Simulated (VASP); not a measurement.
A run of VASP 6.6.1 is set up as follows.

INCAR

```
SYSTEM = Li
PREC = Accurate
ENCUT = 520
EDIFF = 1E-6
ISMEAR = 0
SIGMA = 0.15
LREAL = .FALSE.
LASPH = .TRUE.
NELM = 60
ALGO = Fast
ISIF = 2
LWAVE = .FALSE.
LCHARG = .FALSE.
GGA = PE
IVDW = 12
NBANDS = 10
```

File KPOINTS:

```
Automatic mesh
0
G
  16 16 12
  0 0 0
```

The input POSCAR:

```
Li
1.0
    0.0000000000     -2.0886081792     -2.0886081792
    0.0000000000      2.0886081792     -2.0886081792
    4.1772163584      0.0000000000      0.0000000000
Li
2
Direct
    0.6220908749      0.4593030417      0.5000000000
   -0.1220908749      0.0406969583      0.0000000000
```

Potentials or basis: VASP PAW PBE potentials, release 64 (Li_sv).

Launch:

```console
$ cat potpaw_PBE.64/Li_sv/POTCAR > POTCAR
$ mpirun -np 1 vasp_std > vasp.out
```

Task: Estimate the band gap on the k mesh.

Result: Zero (band 3 reaches 3.93 eV, above the bottom of band 4 at -1.18 eV).

Task: Predict the dispersion energy per atom.

Result: -0.189 eV.

Task: Estimate the largest force.

Result: 0.468 eV/Å.

Forces on the atoms (eV/Å):
```
Li   0.000  0.455  0.108
Li   0.000 -0.455 -0.108
```

Caveat: the cell differs from its parent crystal (mode 4 frozen in at -0.340 Å and mode 5 at -0.170 Å (largest displacements)).
